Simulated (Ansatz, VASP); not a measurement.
# NaYCl6 in VASP and in Ansatz

```
Na Y Cl
1.0
     0.00000    5.38109    5.38109
     5.38109    0.00000    5.38109
     5.38109    5.38109    0.00000
Na Y Cl
1 1 6
Cartesian
  5.3811 5.3811 5.3811
  0.0000 0.0000 0.0000
  2.6172 5.3811 5.3811
  8.1449 5.3811 5.3811
  5.3811 2.6172 5.3811
  5.3811 8.1449 5.3811
  5.3811 5.3811 2.6172
  5.3811 5.3811 8.1449
```

Alike in both runs: task relaxation of cell and atoms; functional PBE; k mesh 6 × 6 × 6; occupations gaussian, width 0.1 eV; no spin polarisation.

```csv
,VASP,Ansatz
version,VASP 6.6.1,Ansatz 0.2.0
potentials or method,"VASP PAW PBE potentials, release 64 (Na_pv, Y_sv, Cl), cutoff 600 eV","scalar-relativistic, plane waves, PAW"
valence electrons in the cell,60,62
```

Ansatz gave:

```
gap on the k mesh at the Fermi level, each at its own relaxed structure (eV)  : none
relaxed volume (Å³/atom)                                                      : 39.69
relaxed length of the cell vector where the two differ most in proportion (Å) : 7.658
```

Problem. What did VASP give for the same quantities?

Solution. gap on the k mesh at the Fermi level, each at its own relaxed structure (eV): none; relaxed volume (Å³/atom): 39.64; relaxed length of the cell vector where the two differ most in proportion (Å): 7.654.

A gap of «none» marks a metal or a gap that the smearing closes. VASP's potentials hold 60 valence electrons a cell and Ansatz's 62, so a difference there can come from the potentials and not from the codes. Ansatz's warnings: xc potential rough in thin density.
